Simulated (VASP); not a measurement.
# BN (P-3m1) in VASP: further runs

Runs on BN. Level: PBE+D3(BJ). Tasks: single point.

All numbers are computed with VASP 6.6.1; they aren't measurements. Logs are shortened: lines on timing, memory, paths and dates and some standing lists are left out, and cuts for length are marked.

## Step 1: The cell of the first run

Symmetry: P-3m1, No. 164, trigonal system. The conventional cell has a = 2.506 Å, b = 2.506 Å, c = 12.934 Å, α = 90.00°, β = 90.00°, γ = 120.00°. B (site symmetry 3m) has 3 N at 1.45 Å within 1.9 Å. Within 1.9 Å of B (site symmetry 3m) lie 3 N at 1.45 Å. Within 1.9 Å of N (site symmetry 3m) lie 3 B at 1.45 Å. N (site symmetry 3m) has 3 B at 1.45 Å within 1.9 Å.

## Step 2: Single point, PBE+D3(BJ)

File INCAR:

```
SYSTEM = BN
ALGO     = Normal         ! electronic algorithm
EDIFF    = 1E-6           ! SCF threshold, eV
ENCUT    = 520            ! plane-wave cutoff, eV
GGA      = PE             ! functional
ISIF     = 2              ! what is computed and relaxed
ISMEAR   = 0              ! smearing method
IVDW     = 12             ! dispersion correction
LASPH    = .True.         ! aspherical terms in the spheres
LCHARG   = .False.        ! write CHGCAR
LREAL    = .False.        ! projectors in reciprocal space
LWAVE    = .False.        ! write WAVECAR
NBANDS   = 26             ! bands
NELM     = 60             ! most SCF steps
PREC     = Accurate       ! precision mode
SIGMA    = 0.05           ! smearing width, eV
```

File KPOINTS:

```
k-points
0
Gamma
  10 10 2
  0 0 0
```

File POSCAR:

```
BN
1.0
   -2.5064381127      0.0000000000      0.0000000000
   -1.2532190563     -2.1706390786      0.0000000000
    0.0000000000      0.0000000000     12.9336949040
B N
4 4
Direct
    0.3333333333      0.3333333333      0.8952958244
    0.3333333333      0.3333333333      0.3836982104
    0.6666666667      0.6666666667      0.1278994035
    0.6666666667      0.6666666667      0.6394970174
    0.3333333333      0.3333333333      0.1278994035
    0.3333333333      0.3333333333      0.6394970174
    0.6666666667      0.6666666667      0.8952958244
    0.6666666667      0.6666666667      0.3836982104
```

Potentials or basis: VASP PAW PBE potentials, release 64 (B, N).

Started as:

```sh
$ cat potpaw_PBE.64/B/POTCAR potpaw_PBE.64/N/POTCAR > POTCAR
$ mpirun -np 1 vasp_std > vasp.out
```

OUTCAR:

```text
SYSTEM = BN
   EDIFF = 1E-6
   ENCUT = 520
   GGA = PE
   ISIF = 2
   ISMEAR = 0
   IVDW = 12
   LASPH = .True.
   LREAL = .False.
   NELM = 60
   PREC = Accurate
 IVDW          = 12

 ion  position               nearest neighbor table
   1  0.333  0.333  0.895-   7 1.45   7 1.45   7 1.45
   2  0.333  0.333  0.384-   8 1.45   8 1.45   8 1.45
   3  0.667  0.667  0.128-   5 1.45   5 1.45   5 1.45
   4  0.667  0.667  0.639-   6 1.45   6 1.45   6 1.45
   5  0.333  0.333  0.128-   3 1.45   3 1.45   3 1.45
   6  0.333  0.333  0.639-   4 1.45   4 1.45   4 1.45
   7  0.667  0.667  0.895-   1 1.45   1 1.45   1 1.45
   8  0.667  0.667  0.384-   2 1.45   2 1.45   2 1.45

  LATTYP: Found a hexagonal cell.
 ALAT       =     2.5064381127
 C/A-ratio  =     5.1601892098

  Lattice vectors:

 A1 = (   1.2532190563,   2.1706390786,   0.0000000000)
 A2 = (  -2.5064381127,   0.0000000000,   0.0000000000)
 A3 = (   0.0000000000,   0.0000000000,  12.9336949040)

Analysis of symmetry for initial positions (statically):
=====================================================================
 Subroutine PRICEL returns:
 Original cell was already a primitive cell.

 Routine SETGRP: Setting up the symmetry group for a
 hexagonal supercell.

 Subroutine GETGRP returns: Found 12 space group operations
 (whereof  6 operations were pure point group operations)
 out of a pool of 24 trial point group operations.

The static configuration has the point symmetry C_3v.
 The point group associated with its full space group is D_3d.

Analysis of symmetry for dynamics (positions and initial velocities):
=====================================================================
 Subroutine PRICEL returns:
 Original cell was already a primitive cell.

 Routine SETGRP: Setting up the symmetry group for a
 hexagonal supercell.

 Subroutine GETGRP returns: Found 12 space group operations
 (whereof  6 operations were pure point group operations)
 out of a pool of 24 trial point group operations.

The dynamic configuration has the point symmetry C_3v.
 The point group associated with its full space group is D_3d.

 Subroutine INISYM returns: Found 12 space group operations
 (whereof  6 operations are pure point group operations),
 and found     1 'primitive' translations

----------------------------------------------------------------------------------------

                                     Primitive cell

  volume of cell :      70.3667

  direct lattice vectors                    reciprocal lattice vectors
    -2.506438113  0.000000000  0.000000000    -0.398972548  0.230346908  0.000000000
    -1.253219056 -2.170639079  0.000000000     0.000000000 -0.460693816  0.000000000
     0.000000000  0.000000000 12.933694904     0.000000000  0.000000000  0.077317426

  length of vectors
     2.506438113  2.506438113 12.933694904     0.460693816  0.460693816  0.077317426

  position of ions in fractional coordinates (direct lattice)
     0.333333333  0.333333333  0.895295824
     0.333333333  0.333333333  0.383698210
     0.666666667  0.666666667  0.127899404
     0.666666667  0.666666667  0.639497017
     0.333333333  0.333333333  0.127899404
     0.333333333  0.333333333  0.639497017
     0.666666667  0.666666667  0.895295824
     0.666666667  0.666666667  0.383698210

  ion indices of the primitive-cell ions
   primitive index   ion index
                 1           1
                 2           2
                 3           3
                 4           4
                 5           5
                 6           6
                 7           7
                 8           8

----------------------------------------------------------------------------------------

 KPOINTS: k-points

Automatic generation of k-mesh.
 Grid dimensions read from file:
 generate k-points for:   10   10    2

 Generating k-lattice:

  Cartesian coordinates                     Fractional coordinates (reciprocal lattice)
    -0.039897255  0.023034691  0.000000000     0.100000000 -0.000000000  0.000000000
     0.000000000 -0.046069382  0.000000000     0.000000000  0.100000000  0.000000000
     0.000000000  0.000000000  0.038658713     0.000000000  0.000000000  0.500000000

  Length of vectors
     0.046069382  0.046069382  0.038658713

  Shift w.r.t. Gamma in fractional coordinates (k-lattice)
     0.000000000  0.000000000  0.000000000

 Subroutine IBZKPT returns following result:
 ===========================================

 Found     28 irreducible k-points:

 Following reciprocal coordinates:
            Coordinates               Weight
  0.000000  0.000000  0.000000      1.000000
  0.100000  0.000000  0.000000      6.000000
  0.200000  0.000000  0.000000      6.000000
  0.300000 -0.000000  0.000000      6.000000
  0.400000 -0.000000  0.000000      6.000000
  0.500000  0.000000  0.000000      3.000000
[... 16 lines left out ...]
  0.400000  0.100000  0.500000     12.000000
  0.500000  0.100000  0.500000     12.000000
 [... further k-points ...]
   k-points           NKPTS =     28   k-points in BZ     NKDIM =     28   number of bands    NBANDS=     26
   number of dos      NEDOS =    301   number of ions     NIONS =      8
   total plane-waves  NPLWV =  38400
   dimension x,y,z NGX =    20 NGY =   20 NGZ =   96
   dimension x,y,z NGXF=    40 NGYF=   40 NGZF=  192
   ions per type =               4   4
   NGX,Y,Z   is equivalent  to a cutoff of  13.27, 13.27, 12.34 a.u.
   NGXF,Y,Z  is equivalent  to a cutoff of  26.53, 26.53, 24.68 a.u.
 SYSTEM =  BN
   PREC   = accura    normal or accurate (medium, high low for compatibility)
   ISTART =      0    job   : 0-new  1-cont  2-samecut
   ICHARG =      2    charge: 1-file 2-atom 10-const
   ISPIN  =      1    spin polarized calculation?
   LNONCOLLINEAR =      F non collinear calculations
   LSORBIT =      F    spin-orbit coupling
   LASPH  =      T    aspherical Exc in radial PAW
   ENCUT  =  520.0 eV  38.22 Ry    6.18 a.u.   4.66  4.66 24.05*2*pi/ulx,y,z
   NELM   =     60;   NELMIN=  2; NELMDL= -5     # of ELM steps
   EDIFF  = 0.1E-05   stopping-criterion for ELM
   LREAL  =      F    real-space projection
   EDIFFG = 0.1E-04   stopping-criterion for IOM
   NSW    =      0    number of steps for IOM
   IBRION =     -1    ionic relax: 0-MD 1-quasi-New 2-CG
   NFREE  =      0    steps in history (QN), initial steepest desc. (CG)
   ISIF   =      2    stress and relaxation
   ISYM   =      2    0-nonsym 1-usesym 2-fastsym
   POTIM  = 0.5000    time-step for ionic-motion
   TEBEG  =    0.0;   TEEND  =   0.0 temperature during run
   PSTRESS=    0.0 pullay stress
   NELECT =      32.0000    total number of electrons
   NUPDOWN=      -1.0000    fix difference up-down
   EMIN   =  10.00;   EMAX   =-10.00  energy-range for DOS
   EFERMI =   0.00;   METHOD = LEGACY
   ISMEAR =     0;   SIGMA  =   0.05  broadening in eV -4-tet -1-fermi 0-gaus
   EFERMI_NEDOS =   21; number of points for ismear=-14 and -15
   IALGO  =     38    algorithm
   IMIX   =      4    mixing-type and parameters
     AMIX     =   0.40;   BMIX     =  1.00
     AMIX_MAG =   1.60;   BMIX_MAG =  1.00
  volume/ion in A,a.u.               =       8.80        59.36
  Fermi-wavevector in a.u.,A,eV,Ry     =   1.258932  2.379037 21.564021  1.584911
  Thomas-Fermi vector in A             =   2.392517
   LORBIT       =      0    0 simple, 1 ext, 2 COOP (PROOUT), +10 PAW based schemes
   GGA     = PE    functional components
   LHFCALC =     F    Hartree Fock is set to
   AEXX    =    0.0000 exact exchange contribution
   IVDW    =    12    specifies the selected vdW correction
   LEPSILON=     F    determine dielectric tensor
   LRPA    =     F    only Hartree local field effects (RPA)
 non-spin polarized calculation
 Gauss-broadening in eV      SIGMA  =   0.05
  energy-cutoff  :      520.00
  volume of cell :       70.37
 maximum number of plane-waves:      1923
   NGX =  9   NGY =  9   NGZ = 49

 number of electron      31.9999998 magnetization

 Free energy of the ion-electron system (eV)
  ---------------------------------------------------
  ext. energy  EPLUGINS =         0.00000000
  ---------------------------------------------------
  free energy    TOTEN  =       -70.24951898 eV

  energy without entropy =      -70.24951898  energy(sigma->0) =      -70.24951898

 E-fermi :   2.8029     XC(G=0): -10.2333

 val. band max:        2.5363746736   @ k =  -0.4000   0.3000   0.0000
 cond. band min:       6.6990715413   @ k =   0.5000   0.0000   0.0000
 fundamental gap:      4.1626968677
 Fermi energy:         2.8028724055

 k-point     1 :       0.0000    0.0000    0.0000
  band No.  band energies     occupation
      1     -15.3642      2.00000
      2     -15.1843      2.00000
      3     -15.1298      2.00000
      4     -14.9664      2.00000
      5      -3.8810      2.00000
      6      -2.8951      2.00000
[... 18 lines left out ...]
     25      14.0823      0.00000
     26      14.1289      0.00000

 k-point     2 :       0.1000    0.0000    0.0000
  band No.  band energies     occupation
      1     -15.1682      2.00000
      2     -14.9917      2.00000
      3     -14.9383      2.00000
      4     -14.7787      2.00000
      5      -3.6129      2.00000
      6      -2.6403      2.00000
[... 18 lines left out ...]
     25      14.7858      0.00000
     26      14.8739      0.00000

 k-point     3 :       0.2000    0.0000    0.0000
  band No.  band energies     occupation
      1     -14.5958      2.00000
      2     -14.4297      2.00000
      3     -14.3798      2.00000
      4     -14.2323      2.00000
      5      -2.8242      2.00000
      6      -1.9437      2.00000
[... 18 lines left out ...]
     25      13.9665      0.00000
     26      14.4503      0.00000

 k-point     4 :       0.3000   -0.0000    0.0000
  band No.  band energies     occupation
      1     -13.7094      2.00000
      2     -13.5631      2.00000
      3     -13.5202      2.00000
      4     -13.3949      2.00000
      5      -3.7529      2.00000
      6      -3.6875      2.00000
[... 18 lines left out ...]
     25      13.9536      0.00000
     26      14.6238      0.00000

 k-point     5 :       0.4000   -0.0000    0.0000
  band No.  band energies     occupation
      1     -12.6998      2.00000
      2     -12.5902      2.00000
      3     -12.5614      2.00000
      4     -12.4765      2.00000
      5      -5.6303      2.00000
      6      -5.5619      2.00000
[... 18 lines left out ...]
     25      14.3552      0.00000
     26      15.4901      0.00000

 k-point     6 :       0.5000    0.0000    0.0000
  band No.  band energies     occupation
      1     -12.1384      2.00000
      2     -12.0753      2.00000
      3     -12.0683      2.00000
      4     -12.0307      2.00000
      5      -6.4373      2.00000
      6      -6.3833      2.00000
[... 427 lines left out ...]
 k-point    21 :       0.2000    0.1000    0.5000
  band No.  band energies     occupation
      1     -14.7687      2.00000
      2     -14.6718      2.00000
      3     -14.4877      2.00000
      4     -14.4433      2.00000
      5      -2.9201      2.00000
      6      -2.6498      2.00000
[... 18 lines left out ...]
     25      14.1430      0.00000
     26      14.1681      0.00000

 k-point    22 :       0.3000    0.1000    0.5000
  band No.  band energies     occupation
      1     -14.0368      2.00000
      2     -13.9465      2.00000
      3     -13.7816      2.00000
      4     -13.7432      2.00000
      5      -2.7513      2.00000
      6      -2.7130      2.00000
[... 18 lines left out ...]
     25      14.4612      0.00000
     26      14.5353      0.00000

 k-point    23 :       0.4000    0.1000    0.5000
  band No.  band energies     occupation
      1     -13.0678      2.00000
      2     -12.9900      2.00000
      3     -12.8592      2.00000
      4     -12.8322      2.00000
      5      -4.7234      2.00000
      6      -4.6725      2.00000
[... 18 lines left out ...]
     25      14.6430      0.00000
     26      14.7991      0.00000

 k-point    24 :       0.5000    0.1000    0.5000
  band No.  band energies     occupation
      1     -12.1981      2.00000
      2     -12.1440      2.00000
      3     -12.0734      2.00000
      4     -12.0696      2.00000
      5      -6.1166      2.00000
      6      -6.0711      2.00000
[... 18 lines left out ...]
     25      15.2777      0.00000
     26      15.4610      0.00000

 [... further k-points ...]

------------------------ aborting loop because EDIFF is reached ----------------------------------------

 Edisp (eV)   -1.16506

 E8    (eV) :    -0.3424

  FORCE on cell =-STRESS in cart. coord.  units (eV):
  Direction    XX          YY          ZZ          XY          YZ          ZX
  --------------------------------------------------------------------------------------
  -------------------------------------------------------------------------------------
  Total       0.07237     0.07237     0.41652    -0.00000     0.00000     0.00000
  in kB       1.64783     1.64783     9.48372    -0.00000     0.00000     0.00000
  external pressure =        4.26 kB  Pullay stress =        0.00 kB

 VOLUME and BASIS-vectors are now :
 -----------------------------------------------------------------------------
  energy-cutoff  :      520.00
  volume of cell :       70.37
      direct lattice vectors                 reciprocal lattice vectors
    -2.506438113  0.000000000  0.000000000    -0.398972548  0.230346908  0.000000000
    -1.253219056 -2.170639079  0.000000000     0.000000000 -0.460693816  0.000000000
     0.000000000  0.000000000 12.933694904     0.000000000  0.000000000  0.077317426

 POSITION                                       TOTAL-FORCE (eV/Angst)
 -----------------------------------------------------------------------------------
     -1.25322     -0.72355     11.57948        -0.000000     -0.000000     -0.054890
     -1.25322     -0.72355      4.96264        -0.000000     -0.000000     -0.000741
     -2.50644     -1.44709      1.65421         0.000000      0.000000      0.054890
     -2.50644     -1.44709      8.27106         0.000000      0.000000      0.000741
     -1.25322     -0.72355      1.65421        -0.000000      0.000000      0.112514
     -1.25322     -0.72355      8.27106         0.000000      0.000000      0.000973
     -2.50644     -1.44709     11.57948        -0.000000     -0.000000     -0.112514
     -2.50644     -1.44709      4.96264        -0.000000     -0.000000     -0.000973
 -----------------------------------------------------------------------------------
    total drift:                               -0.000000     -0.000000      0.000059

  FREE ENERGIE OF THE ION-ELECTRON SYSTEM (eV)
  ---------------------------------------------------
  free  energy   TOTEN  =       -71.4145834442 eV

  energy  without entropy=      -71.4145834442  energy(sigma->0) =      -71.41458344
```

It took 59 s on 1 thread of Intel Xeon Platinum 8175M at 2.50GHz (Skylake/Cascade Lake), shared host; peak memory 0.2 GiB.

What came out:

* Free energy: -71.4146 eV
* Pressure: 0.4 GPa
* Largest force: 0.113 eV/Å
* Band gap on the k mesh: 4.16 eV, indirect (least direct gap 4.57 eV)
* Dispersion energy per atom: -0.146 eV

Forces on the atoms (eV/Å):
```
B    0.000  0.000 -0.055
B    0.000  0.000 -0.001
B    0.000  0.000  0.055
B    0.000  0.000  0.001
N    0.000  0.000  0.113
N    0.000  0.000  0.001
N    0.000  0.000 -0.113
N    0.000  0.000 -0.001
```

A k mesh can miss the band edges. PBE gaps usually lie below the measured ones, often by a third to a half.

## Step 3: Single point, PBE+D3(BJ)

This run uses another cell than the first one, of 9.17 Å³/atom, 1.043 times its volume.

File INCAR:

```
  PREC = Accurate
  ENCUT = 520
  EDIFF = 1E-6
  ISMEAR = 0
  SIGMA = 0.05
  LREAL = F
  LASPH = T
  NELM = 100
  ALGO = Normal
  ISIF = 2
  LWAVE = F
  LCHARG = F
  GGA = PE
  IVDW = 12
  NBANDS = 26
```

File KPOINTS:

```
regular mesh
0
Gamma
  10 10 2
```

File POSCAR:

```
BN
1.0
   -2.5064381127      0.0000000000      0.0000000000
   -1.2532190563     -2.1706390786      0.0000000000
    0.0000000000      0.0000000000     13.4836949040
B N
4 4
Direct
    0.3333333333      0.3333333333      0.8587767020
    0.3333333333      0.3333333333      0.3680471580
    0.6666666667      0.6666666667      0.1226823860
    0.6666666667      0.6666666667      0.6134119300
    0.3333333333      0.3333333333      0.1226823860
    0.3333333333      0.3333333333      0.6134119300
    0.6666666667      0.6666666667      0.8587767020
    0.6666666667      0.6666666667      0.3680471580
```

Potentials or basis: VASP PAW PBE potentials, release 64 (B, N).

Started as:

```sh
$ cat potpaw_PBE.64/B/POTCAR potpaw_PBE.64/N/POTCAR > POTCAR
$ mpirun -np 1 vasp_std > vasp.out
```

Wall time 62 s (1 thread of Intel Xeon Platinum 8175M at 2.50GHz (Skylake/Cascade Lake), shared host); peak memory 0.2 GiB.

The run converged. Its results:

* Free energy: -71.4285 eV
* Pressure: 0.0 GPa
* Largest force: 0.035 eV/Å
* Band gap on the k mesh: 4.25 eV
* Dispersion energy per atom: -0.138 eV

Forces on the atoms (eV/Å):
```
B    0.000  0.000  0.015
B    0.000  0.000  0.000
B    0.000  0.000 -0.015
B    0.000  0.000  0.000
N    0.000  0.000 -0.035
N    0.000  0.000 -0.001
N    0.000  0.000  0.035
N    0.000  0.000  0.001
```

Stress tensor (GPa, compression positive):
```
 0.21  0.00  0.00
 0.00  0.21  0.00
 0.00  0.00 -0.51
```

Levels at points of the mesh, in eV from the valence-band top:
```
           k point  band 12  band 13  band 14  band 15  band 16  band 17  band 18  band 19  band 20  band 21
(0.00, 0.00, 0.00)    -1.35    -1.35    -1.35    -1.33    -1.33     5.13     7.32     7.54    10.13    11.49
(0.50, 0.00, 0.00)    -4.11    -1.44    -0.99    -0.89    -0.49     4.25     4.65     4.76     5.55     9.47
(0.00, 0.00, 0.50)    -1.36    -1.34    -1.34    -1.34    -1.34     5.70     5.91     9.08     9.34    11.50
(0.50, 0.00, 0.50)    -4.12    -1.34    -1.24    -0.65    -0.58     4.31     4.38     5.20     5.32     9.63
```

(Part 1 of 2 ends here.)
